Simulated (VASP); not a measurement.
# As (P6_3/mmc) in VASP: a series of runs

As is run at these levels: PBEsol; tasks: relaxation of shape and atoms at fixed volume, relaxation of cell and atoms.

Everything below comes from runs of VASP 6.6.1. Logs are shortened: lines on timing, memory, paths and dates and some standing lists are left out, and cuts for length are marked.

### 1 The cell of the first run

It takes space group P6_3/mmc (No. 194, hexagonal). Conventional cell: a = 2.458 Å, b = 2.458 Å, c = 4.079 Å, α = 90.00°, β = 90.00°, γ = 120.00°. As (site symmetry -6m2) has 12 As at 2.46 to 2.48 Å within 3.2 Å.

### 2 Relaxation of shape and atoms at fixed volume, PBEsol

File INCAR:

```
ALGO     = Normal         # electronic algorithm
EDIFF    = 1E-6           # SCF threshold, eV
EDIFFG   = -0.005         # ionic threshold
ENCUT    = 600            # plane-wave cutoff, eV
GGA      = PS             # functional
IBRION   = 2              # ionic algorithm
ISIF     = 4              # what is computed and relaxed
ISMEAR   = -1             # smearing method
LASPH    = T              # aspherical terms in the spheres
LCHARG   = F              # write CHGCAR
LREAL    = F              # projectors in reciprocal space
LWAVE    = F              # write WAVECAR
NELM     = 80             # most SCF steps
NSW      = 50             # ionic steps
PREC     = Accurate       # precision mode
SIGMA    = 0.08           # smearing width, eV
```

File KPOINTS:

```
k-points
0
Gamma
  14 14 8
```

File POSCAR:

```
As
1.0
    2.4583212643      0.0000000000      0.0000000000
   -1.2291606321      2.1289686655      0.0000000000
    0.0000000000      0.0000000000      4.0786156529
As
2
Direct
    0.3333333333      0.6666666667      0.2500000000
    0.6666666667      0.3333333333      0.7500000000
```

Potentials or basis: VASP PAW PBE potentials, release 64 (As).

On the command line:

```console
> cat potpaw_PBE.64/As/POTCAR > POTCAR
> mpirun -np 1 vasp_std > vasp.out
```

OUTCAR:

```text
EDIFF = 1E-6
   EDIFFG = -0.005
   ENCUT = 600
   GGA = PS
   IBRION = 2
   ISIF = 4
   ISMEAR = -1
   LASPH = T
   LREAL = F
   NELM = 80
   NSW = 50
   PREC = Accurate

 ion  position               nearest neighbor table
   1  0.333  0.667  0.250-   2 2.48   2 2.48   2 2.48   2 2.48   2 2.48   2 2.48
   2  0.667  0.333  0.750-   1 2.48   1 2.48   1 2.48   1 2.48   1 2.48   1 2.48

  LATTYP: Found a hexagonal cell.
 ALAT       =     2.4583212643
 C/A-ratio  =     1.6591060380

  Lattice vectors:

 A1 = (   2.4583212643,   0.0000000000,   0.0000000000)
 A2 = (  -1.2291606321,   2.1289686655,   0.0000000000)
 A3 = (   0.0000000000,   0.0000000000,   4.0786156529)

Analysis of symmetry for initial positions (statically):
=====================================================================
 Subroutine PRICEL returns:
 Original cell was already a primitive cell.

 Routine SETGRP: Setting up the symmetry group for a
 hexagonal supercell.

 Subroutine GETGRP returns: Found 24 space group operations
 (whereof 12 operations were pure point group operations)
 out of a pool of 24 trial point group operations.

The static configuration has the point symmetry D_3d.
 The point group associated with its full space group is D_6h.

Analysis of symmetry for dynamics (positions and initial velocities):
=====================================================================
 Subroutine PRICEL returns:
 Original cell was already a primitive cell.

 Routine SETGRP: Setting up the symmetry group for a
 hexagonal supercell.

 Subroutine GETGRP returns: Found 24 space group operations
 (whereof 12 operations were pure point group operations)
 out of a pool of 24 trial point group operations.

The dynamic configuration has the point symmetry D_3d.
 The point group associated with its full space group is D_6h.

 Subroutine INISYM returns: Found 24 space group operations
 (whereof 12 operations are pure point group operations),
 and found     1 'primitive' translations

----------------------------------------------------------------------------------------

                                     Primitive cell

  volume of cell :      21.3462

  direct lattice vectors                    reciprocal lattice vectors
     2.458321264  0.000000000  0.000000000     0.406781658  0.234855500  0.000000000
    -1.229160632  2.128968665  0.000000000     0.000000000  0.469711000  0.000000000
     0.000000000  0.000000000  4.078615653     0.000000000  0.000000000  0.245181229

  length of vectors
     2.458321264  2.458321264  4.078615653     0.469711000  0.469711000  0.245181229

  position of ions in fractional coordinates (direct lattice)
     0.333333333  0.666666667  0.250000000
     0.666666667  0.333333333  0.750000000

  ion indices of the primitive-cell ions
   primitive index   ion index
                 1           1
                 2           2

----------------------------------------------------------------------------------------

 KPOINTS: k-points

Automatic generation of k-mesh.
 Grid dimensions read from file:
 generate k-points for:   14   14    8

 Generating k-lattice:

  Cartesian coordinates                     Fractional coordinates (reciprocal lattice)
     0.029055833  0.016775393  0.000000000     0.071428571  0.000000000  0.000000000
     0.000000000  0.033550786  0.000000000     0.000000000  0.071428571  0.000000000
     0.000000000  0.000000000  0.030647654     0.000000000  0.000000000  0.125000000

  Length of vectors
     0.033550786  0.033550786  0.030647654

  Shift w.r.t. Gamma in fractional coordinates (k-lattice)
     0.000000000  0.000000000  0.000000000

 Subroutine IBZKPT returns following result:
 ===========================================

 Found    120 irreducible k-points:

 Following reciprocal coordinates:
            Coordinates               Weight
  0.000000  0.000000  0.000000      1.000000
  0.071429  0.000000  0.000000      6.000000
  0.142857 -0.000000  0.000000      6.000000
  0.214286 -0.000000  0.000000      6.000000
  0.285714  0.000000  0.000000      6.000000
  0.357143  0.000000  0.000000      6.000000
[... 16 lines left out ...]
  0.285714  0.285714  0.000000      6.000000
  0.357143  0.285714  0.000000      6.000000
 [... further k-points ...]
   k-points           NKPTS =    120   k-points in BZ     NKDIM =    120   number of bands    NBANDS=      9
   number of dos      NEDOS =    301   number of ions     NIONS =      2
   total plane-waves  NPLWV =  14400
   dimension x,y,z NGX =    20 NGY =   20 NGZ =   36
   dimension x,y,z NGXF=    40 NGYF=   40 NGZF=   72
   ions per type =               2
   NGX,Y,Z   is equivalent  to a cutoff of  13.53, 13.53, 14.67 a.u.
   NGXF,Y,Z  is equivalent  to a cutoff of  27.05, 27.05, 29.35 a.u.
 SYSTEM =  unknown system
   PREC   = accura    normal or accurate (medium, high low for compatibility)
   ISTART =      0    job   : 0-new  1-cont  2-samecut
   ICHARG =      2    charge: 1-file 2-atom 10-const
   ISPIN  =      1    spin polarized calculation?
   LNONCOLLINEAR =      F non collinear calculations
   LSORBIT =      F    spin-orbit coupling
   LASPH  =      T    aspherical Exc in radial PAW
   ENCUT  =  600.0 eV  44.10 Ry    6.64 a.u.   4.91  4.91  8.15*2*pi/ulx,y,z
   NELM   =     80;   NELMIN=  2; NELMDL= -5     # of ELM steps
   EDIFF  = 0.1E-05   stopping-criterion for ELM
   LREAL  =      F    real-space projection
   EDIFFG = -.5E-02   stopping-criterion for IOM
   NSW    =     50    number of steps for IOM
   IBRION =      2    ionic relax: 0-MD 1-quasi-New 2-CG
   NFREE  =      1    steps in history (QN), initial steepest desc. (CG)
   ISIF   =      4    stress and relaxation
   ISYM   =      2    0-nonsym 1-usesym 2-fastsym
   POTIM  = 0.5000    time-step for ionic-motion
   TEBEG  =    0.0;   TEEND  =   0.0 temperature during run
   PSTRESS=    0.0 pullay stress
   NELECT =      10.0000    total number of electrons
   NUPDOWN=      -1.0000    fix difference up-down
   EMIN   =  10.00;   EMAX   =-10.00  energy-range for DOS
   EFERMI =   0.00;   METHOD = LEGACY
   ISMEAR =    -1;   SIGMA  =   0.08  broadening in eV -4-tet -1-fermi 0-gaus
   EFERMI_NEDOS =   21; number of points for ismear=-14 and -15
   IALGO  =     38    algorithm
   IMIX   =      4    mixing-type and parameters
     AMIX     =   0.40;   BMIX     =  1.00
     AMIX_MAG =   1.60;   BMIX_MAG =  1.00
  volume/ion in A,a.u.               =      10.67        72.03
  Fermi-wavevector in a.u.,A,eV,Ry     =   1.271456  2.402703 21.995176  1.616600
  Thomas-Fermi vector in A             =   2.404388
   LORBIT       =      0    0 simple, 1 ext, 2 COOP (PROOUT), +10 PAW based schemes
   GGA     = PS    functional components
   LHFCALC =     F    Hartree Fock is set to
   AEXX    =    0.0000 exact exchange contribution
   IVDW    =     0    specifies the selected vdW correction
   LEPSILON=     F    determine dielectric tensor
   LRPA    =     F    only Hartree local field effects (RPA)
 conjugate gradient relaxation of ions
 non-spin polarized calculation
  energy-cutoff  :      600.00
  volume of cell :       21.35
 maximum number of plane-waves:       738
 NGX is ok and might be reduce to    20
   NGX =  9   NGY =  9   NGZ = 17

--------------------------------------- Ionic step        1  -------------------------------------------

 number of electron      10.0000000 magnetization

 Free energy of the ion-electron system (eV)
  ---------------------------------------------------
  ext. energy  EPLUGINS =         0.00000000
  ---------------------------------------------------
  free energy    TOTEN  =        -4.48639019 eV

  energy without entropy =       -4.47420475  energy(sigma->0) =       -4.48029747

------------------------ aborting loop because EDIFF is reached ----------------------------------------

  FORCE on cell =-STRESS in cart. coord.  units (eV):
  Direction    XX          YY          ZZ          XY          YZ          ZX
  --------------------------------------------------------------------------------------
  -------------------------------------------------------------------------------------
  Total       22.1305533     22.1305532     20.9828666      0.0000000      0.0000000     -0.0000000
  in kB     1661.0479313   1661.0479313   1574.9062737      0.0000000      0.0000000     -0.0000000
  external PRESSURE =    1632.3340454 kB  Pullay stress =       0.0000000 kB
[... 89 lines left out ...]
  FREE ENERGIE OF THE ION-ELECTRON SYSTEM (eV)
  ---------------------------------------------------
  free  energy   TOTEN  =        -4.4894303770 eV

  energy  without entropy=       -4.4702627012  energy(sigma->0) =       -4.47984654

[... ionic steps 4 to 22 ...]

--------------------------------------- Ionic step       23  -------------------------------------------

 number of electron      10.0000000 magnetization

------------------------ aborting loop because EDIFF is reached ----------------------------------------

  FORCE on cell =-STRESS in cart. coord.  units (eV):
  Direction    XX          YY          ZZ          XY          YZ          ZX
  --------------------------------------------------------------------------------------
  -------------------------------------------------------------------------------------
  Total       21.7447206     21.7447197     21.7279972      0.0000004      0.0000000     -0.0000000
  in kB     1632.0885745   1632.0885128   1630.8333713      0.0000327      0.0000000     -0.0000000
  external PRESSURE =    1631.6701529 kB  Pullay stress =       0.0000000 kB
[... 57 lines left out ...]
  energy  without entropy=       -4.4791395552  energy(sigma->0) =       -4.48853892

--------------------------------------- Ionic step       25  -------------------------------------------

 number of electron      10.0000000 magnetization

 Free energy of the ion-electron system (eV)
  ---------------------------------------------------
  ext. energy  EPLUGINS =         0.00000000
  ---------------------------------------------------
  free energy    TOTEN  =        -4.49818792 eV

  energy without entropy =       -4.47978362  energy(sigma->0) =       -4.48898577

 E-fermi :  14.9429     XC(G=0): -13.5431

 val. band max:       14.9038668388   @ k =   0.2857   0.0000   0.2500
 cond. band min:      14.9572426705   @ k =   0.3571   0.2143   0.1250
 fundamental gap:      0.0533758317
 Fermi energy:        14.9428606655

 k-point     1 :       0.0000    0.0000    0.0000
  band No.  band energies     occupation
      1      -7.2962      2.00000
      2       2.8534      2.00000
      3       2.9949      2.00000
      4      21.4858      0.00000
      5      21.4858      0.00000
      6      24.4802      0.00000
      7      24.4802      0.00000
      8      27.5439      0.00000
      9      28.9160      0.00000
[... 265 lines left out ...]
 k-point    24 :       0.3571    0.2857    0.0000
  band No.  band energies     occupation
      1       2.1703      2.00000
      2       3.0564      2.00000
      3       5.5773      2.00000
      4      11.8929      2.00000
      5      12.4307      2.00000
      6      12.5300      2.00000
      7      13.2128      2.00000
      8      14.6699      1.93616
      9      18.0566      0.00000

 [... further k-points ...]
[... 5 lines left out ...]
  --------------------------------------------------------------------------------------
  -------------------------------------------------------------------------------------
  Total       21.7388809     21.7388789     21.7397296      0.0000011      0.0000000     -0.0000000
  in kB     1631.6502661   1631.6501151   1631.7139683      0.0000799      0.0000000     -0.0000000
  external PRESSURE =    1631.6714498 kB  Pullay stress =       0.0000000 kB
[... 17 lines left out ...]
  FREE ENERGIE OF THE ION-ELECTRON SYSTEM (eV)
  ---------------------------------------------------
  free  energy   TOTEN  =        -4.4981879229 eV

  energy  without entropy=       -4.4797836210  energy(sigma->0) =       -4.48898577

 reached required accuracy - stopping structural energy minimisation
```

Run time: 3.5 min. Hardware: 1 thread of AMD EPYC 9R45 (Zen 5), shared host; peak memory 0.12 GiB.

What came out:

```
Free energy               : -4.4982 eV
Energy gained by relaxing : 5.9 meV/atom
Ionic steps               : 25
Pressure after relaxing   : 163.2 GPa
Band gap on the k mesh    : zero (band 5 reaches 23.55 eV, above the bottom of band 6 at 8.15 eV)
```

Step by step:
```
step  energy change (eV)  largest force (eV/Å)  pressure (GPa)  volume (Å³)
   1              0.0000                0.0000          163.23        21.35
   2             -0.0030                0.0000          162.84        21.35
   3             -0.0030                0.0000          162.84        21.35
   4             -0.0030                0.0000          162.84        21.35
   5             -0.0030                0.0000          162.84        21.35
   6             -0.0030                0.0000          162.84        21.35
   7             -0.0030                0.0000          162.84        21.35
   8             -0.0030                0.0000          162.84        21.35
   9             -0.0030                0.0000          162.84        21.35
  10             -0.0030                0.0000          162.84        21.35
  11             -0.0030                0.0000          162.84        21.35
  12             -0.0030                0.0000          162.84        21.35
  13             -0.0030                0.0000          162.84        21.35
  14             -0.0031                0.0000          162.84        21.35
  15             -0.0031                0.0000          162.84        21.35
  16             -0.0031                0.0000          162.84        21.35
  17             -0.0033                0.0000          162.85        21.35
  18             -0.0039                0.0000          162.88        21.35
  19             -0.0066                0.0000          162.97        21.35
  20             -0.0112                0.0000          163.17        21.35
  21             -0.0056                0.0000          163.33        21.35
  22             -0.0117                0.0000          163.16        21.35
  23             -0.0118                0.0000          163.17        21.35
  24             -0.0115                0.0000          163.15        21.35
  25             -0.0118                0.0000          163.17        21.35
```

Final structure:
```yaml
crystal:
  lattice:
    - [2.51755, 0.00000, 0.00000]
    - [-1.25877, 2.18026, 0.00000]
    - [0.00000, 0.00000, 3.88898]
  atoms:
    - { symbol: As, position: [0.33333, 0.66667, 0.25000] }
    - { symbol: As, position: [0.66667, 0.33333, 0.75000] }
```

Levels at points of the mesh, in eV from the Fermi level:
| k point | band 2 | band 3 | band 4 | band 5 | band 6 | band 7 | band 8 | band 9 |
| --- | --- | --- | --- | --- | --- | --- | --- | --- |
| (0.00, 0.00, 0.00) | -12.09 | -11.95 | 6.54 | 6.54 | 9.54 | 9.54 | 12.60 | 13.97 |
| (0.50, 0.00, 0.00) | -13.54 | -5.11 | -4.51 | -4.29 | -2.00 | -0.11 | 4.72 | 8.25 |
| (0.00, 0.00, 0.50) | -19.70 | 0.49 | 0.49 | 8.60 | 8.60 | 8.60 | 8.60 | 13.42 |
| (0.50, 0.00, 0.50) | -12.21 | -10.94 | -10.94 | 2.56 | 2.56 | 5.23 | 5.23 | 7.82 |

Caveat: the PAW data sets were made with another functional, which shifts forces and pressure a little.

### 3 Relaxation of shape and atoms at fixed volume, PBEsol

This run uses another cell than the first one, of 12.51 Å³/atom, 1.172 times its volume.

File INCAR:

```
SYSTEM = As
ALGO = Normal
EDIFF = 1E-7
EDIFFG = -0.005
ENCUT = 600
GGA = PS
IBRION = 2
ISIF = 4
ISMEAR = -1
LASPH = .TRUE.
LCHARG = .FALSE.
LREAL = .FALSE.
LWAVE = .FALSE.
NELM = 100
NSW = 50
PREC = Accurate
SIGMA = 0.08
```

File KPOINTS:

```
k-points
0
G
  14 14 8
  0 0 0
```

File POSCAR:

```
As
1.0
    2.5921827178      0.0000000000      0.0000000000
   -1.2960913589      2.2448960848      0.0000000000
    0.0000000000      0.0000000000      4.3007059986
As
2
Direct
    0.3333333333      0.6666666667      0.2500000000
    0.6666666667      0.3333333333      0.7500000000
```

Potentials or basis: VASP PAW PBE potentials, release 64 (As).

On the command line:

```console
> cat potpaw_PBE.64/As/POTCAR > POTCAR
> mpirun -np 1 vasp_std > vasp.out
```

Run time: 55 s. Hardware: 1 thread of AMD EPYC 9R45 (Zen 5), shared host; peak memory 0.14 GiB.

It converged, with:

```yaml
Free_energy: -7.1966 eV
Energy_gained_by_relaxing: 0.8 meV/atom
Ionic_steps: 3
Pressure_after_relaxing: 82.0 GPa
Band_gap_on_the_k_mesh: zero (band 5 reaches 20.37 eV, above the bottom of band 6 at 6.50 eV)
```

The path:
```tsv
step	energy change (eV)	largest force (eV/Å)	pressure (GPa)	volume (Å³)
1	0.0000	0.0000	82.01	25.03
2	-0.0014	0.0000	81.96	25.03
3	-0.0017	0.0000	81.95	25.03
```

Final structure:
```
CELL_PARAMETERS angstrom
2.60034 0.00000 0.00000
-1.30017 2.25196 0.00000
0.00000 0.00000 4.27375
ATOMIC_POSITIONS crystal
As 0.33333 0.66667 0.25000
As 0.66667 0.33333 0.75000
```

Levels at points of the mesh, in eV from the Fermi level:
| k point | band 3 | band 4 | band 5 | band 6 | band 7 | band 8 |
| --- | --- | --- | --- | --- | --- | --- |
| (0.00, 0.00, 0.00) | -10.52 | 6.71 | 6.71 | 9.24 | 9.24 | 9.87 |
| (0.50, 0.00, 0.00) | -5.33 | -4.89 | -4.26 | -1.44 | 0.81 | 5.43 |
| (0.00, 0.00, 0.50) | -1.14 | -1.14 | 8.20 | 8.20 | 8.20 | 8.20 |
| (0.50, 0.00, 0.50) | -9.50 | -9.50 | 2.87 | 2.87 | 3.68 | 3.68 |

Caveat: the PAW data sets were made with another functional, which shifts forces and pressure a little.

### 4 Relaxation of shape and atoms at fixed volume, PBEsol

This run uses another cell than the first one, of 14.35 Å³/atom, 1.345 times its volume.

File INCAR:

```
PREC = Accurate
ENCUT = 600
EDIFF = 1E-7
ISMEAR = -1
SIGMA = 0.08
LREAL = False
LASPH = True
NELM = 80
ALGO = Normal
ISIF = 4
LWAVE = False
LCHARG = False
GGA = PS
IBRION = 2
NSW = 50
EDIFFG = -0.005
```

File KPOINTS:

```
Automatic mesh
0
Gamma
  14 14 8
```

File POSCAR:

```
As
1.0
    2.7134855144      0.0000000000      0.0000000000
   -1.3567427572      2.3499473882      0.0000000000
    0.0000000000      0.0000000000      4.5019602009
As
2
Direct
    0.3333333333      0.6666666667      0.2500000000
    0.6666666667      0.3333333333      0.7500000000
```

On the command line:

```console
> cat potpaw_PBE.64/As/POTCAR > POTCAR
> mpirun -np 1 vasp_std > vasp.out
```

Wall time 66 s (1 thread of AMD EPYC 9R45 (Zen 5), shared host); peak memory 0.14 GiB.

It converged, with:

- Free energy: -8.5444 eV
- Energy gained by relaxing: 0.1 meV/atom
- Ionic steps: 4
- Pressure after relaxing: 39.6 GPa
- Band gap on the k mesh: zero (band 5 reaches 17.10 eV, above the bottom of band 6 at 5.19 eV)

The path:
```
step  energy change (eV)  largest force (eV/Å)  pressure (GPa)  volume (Å³)
   1              0.0000                0.0000           39.65        28.71
   2             -0.0002                0.0000           39.62        28.71
   3             -0.0002                0.0000           39.61        28.71
   4             -0.0002                0.0000           39.61        28.71
```

Final structure:
```xyz
2
Lattice="2.7179 0.0000 0.0000 -1.3589 2.3537 0.0000 0.0000 0.0000 4.4875" Properties=species:S:1:pos:R:3 pbc="T T T"
As    0.0000    1.5692    1.1219
As    1.3589    0.7846    3.3656
```

Levels at points of the mesh, in eV from the Fermi level:
| k point | band 1 | band 2 | band 3 | band 4 | band 5 | band 6 | band 7 | band 8 | band 9 |
| --- | --- | --- | --- | --- | --- | --- | --- | --- | --- |
| (0.00, 0.00, 0.00) | -18.15 | -11.88 | -9.20 | 5.80 | 5.80 | 8.04 | 8.04 | 8.20 | 11.58 |
| (0.50, 0.00, 0.00) | -12.18 | -10.68 | -5.51 | -4.53 | -3.65 | -0.97 | 0.77 | 5.41 | 5.77 |
| (0.00, 0.00, 0.50) | -16.31 | -16.31 | -1.21 | -1.21 | 7.01 | 7.01 | 7.01 | 7.01 | 12.89 |
| (0.50, 0.00, 0.50) | -10.58 | -10.58 | -8.34 | -8.34 | 2.55 | 2.55 | 2.95 | 2.95 | 7.60 |

Caveat: the PAW data sets were made with another functional, which shifts forces and pressure a little.

(Part 1 of 2 ends here.)
